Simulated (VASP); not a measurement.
A run of VASP 6.6.1 is set up as follows.

INCAR

```
PREC = Accurate ; ENCUT = 520
EDIFF = 1E-7 ; ISMEAR = 0
SIGMA = 0.1 ; LREAL = F
LASPH = T ; NELM = 100
ALGO = Normal ; ISIF = 2
LWAVE = F ; LCHARG = F
GGA = PE ; NBANDS = 31
```

The input KPOINTS:

```
Automatic mesh
0
Gamma
  6 6 12
```

Contents of POSCAR:

```
MgCd2O3
1.0
    5.8209225606      0.0000000000      0.0000000000
   -2.9104612803      5.0410668109      0.0000000000
    0.0000000000      0.0000000000      3.0983368468
Mg Cd O
1 2 3
Direct
    0.0000000000      0.0000000000      0.0000000000
    0.6666666667      0.3333333333      0.0000000000
    0.3333333333      0.6666666667      0.0000000000
    0.5000000000      0.0000000000      0.5000000000
    0.5000000000      0.5000000000      0.5000000000
    0.0000000000      0.5000000000      0.5000000000
```

Potentials or basis: VASP PAW PBE potentials, release 64 (Mg, Cd, O).

Command:

```sh
$ cat potpaw_PBE.64/Mg/POTCAR potpaw_PBE.64/Cd/POTCAR potpaw_PBE.64/O/POTCAR > POTCAR
$ mpirun -np 1 vasp_std > vasp.out
```

(1) Predict the band gap on the k mesh.

(2) Predict the pressure.

Answers

(1) zero (band 22 reaches 1.85 eV, above the bottom of band 23 at 1.15 eV).

(2) 1.0 GPa.
